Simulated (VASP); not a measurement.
Runs of VASP 6.6.1 on W. The structure is that of space group P6/mmm (No. 191), or close to it. The cells are those of the table. 

| task | cell | k mesh | cutoff (eV) | gap on the mesh (eV) | pressure (GPa) |
| --- | --- | --- | --- | --- | --- |
| single point | a = 4.674, b = 4.674, c = 2.599 Å, angles 90.0, 90.0, 120.0°, 3 atoms | 9 × 9 × 14 | 520 | none | -9.3 |
| single point | a = 4.613, b = 4.613, c = 2.566 Å, angles 90.0, 90.0, 120.0°, 3 atoms | 8 × 8 × 11 | 520 | none | 1.9 |
| single point | a = 4.791, b = 4.791, c = 2.664 Å, angles 90.0, 90.0, 120.0°, 3 atoms | 9 × 9 × 14 | 520 | none | -26.1 |
| single point | a = 4.551, b = 4.551, c = 2.531 Å, angles 90.0, 90.0, 120.0°, 3 atoms | 9 × 9 × 14 | 520 | none | (a) |
| relaxation of cell and atoms | relaxed from a = 4.474, b = 4.474, c = 2.743 Å, angles 90.0, 90.0, 120.0°, 3 atoms | 8 × 8 × 11 | 600 | none | 0.0 |

Alike in all rows: level LDA; potentials or basis VASP PAW LDA potentials, release 64 (W_sv); no spin polarisation; smearing fermi-dirac 0.1 eV.

Fill in the values left out.

(a) 16.2.

Caveats: spin-orbit coupling is left out, which moves the levels of the heavy elements.

A k mesh can miss the band edges, and the runs leave out spin-orbit coupling on W.

A gap of «none» marks levels without a gap at the run's occupations.
